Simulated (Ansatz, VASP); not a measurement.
Two plane-wave programs on HfO2

Contents of INCAR:

```
SYSTEM = HfO2
  PREC = Accurate
  ENCUT = 600
  EDIFF = 1E-6
  ISMEAR = 1
  SIGMA = 0.05
  LREAL = .False.
  LASPH = .True.
  NELM = 120
  ALGO = Normal
  ISIF = 2
  LWAVE = .False.
  LCHARG = .False.
  GGA = PE
  NBANDS = 31
  GGA_COMPAT = .False.
```

KPOINTS

```
regular mesh
0
Gamma
  6 6 4
  0 0 0
```

POSCAR

```
HfO2
1.0
    3.6043047840      0.0000000000      0.0000000000
    0.0000000000      3.6043047840      0.0000000000
    0.0000000000      0.0000000000      5.2639672632
Hf O
2 4
Direct
    0.5000000000      0.5000000000      0.5000000000
    0.0000000000      0.0000000000      0.0000000000
    0.0386577331      0.5000000000      0.7081934706
    0.5000000000      0.0000000000      0.8067479052
    0.5000000000      0.0000000000      0.3067479052
    0.0000000000      0.5000000000      0.1932520948
```

Input for Ansatz:

```yaml
crystal:
  lattice:
    - [3.604304784, 0.0, 0.0]
    - [0.0, 3.604304784, 0.0]
    - [0.0, 0.0, 5.2639672632]
  atoms:
    - { symbol: Hf, position: [0.5, 0.5, 0.5] }
    - { symbol: Hf, position: [0.0, 0.0, 0.0] }
    - { symbol: O, position: [0.0386577331, 0.5, 0.7081934706] }
    - { symbol: O, position: [0.5, 0.0, 0.8067479052] }
    - { symbol: O, position: [0.5, 0.0, 0.3067479052] }
    - { symbol: O, position: [0.0, 0.5, 0.1932520948] }
basis:
  ecutwfc: 420
kpoints:
  mp_grid: { grid: [6, 6, 4] }
hamiltonian:
  xc: pbe
scf:
  occupations: { method: cold, width: 0.005 }
  lower_state_search: "off"
output:
  forces: true
  eigenvalues: true
  stress: true
```

Alike in both runs: task single point; functional PBE; k mesh 6 × 6 × 4; no spin polarisation.

```csv
,VASP,Ansatz
version,VASP 6.6.1,Ansatz 0.2.0
potentials or method,"VASP PAW PBE potentials, release 64 (Hf_pv, O), cutoff 600 eV","scalar-relativistic, plane waves, PAW"
occupations,"methfessel-paxton of order 1, width 0.05 eV","cold, width 0.005 eV"
valence electrons in the cell,44,76
```

Ansatz gave:

```
gap on the k mesh at the Fermi level (eV)                     : 4.58
pressure (GPa)                                                : 0.4
traceless stress, the component that is largest in VASP (GPa) : -2.57
rms of the force components (eV/Å)                            : 0.633
```

Q: Which values does VASP return?

A: gap on the k mesh at the Fermi level (eV): 4.56; pressure (GPa): -3.0; traceless stress, the component that is largest in VASP (GPa): -2.40; rms of the force components (eV/Å): 0.624.

Atom by atom the forces differ by 0.026 eV/Å (rms over components). VASP's potentials hold 44 valence electrons a cell and Ansatz's 76, so a difference there can come from the potentials and not from the codes.

Spin-orbit coupling is off throughout.
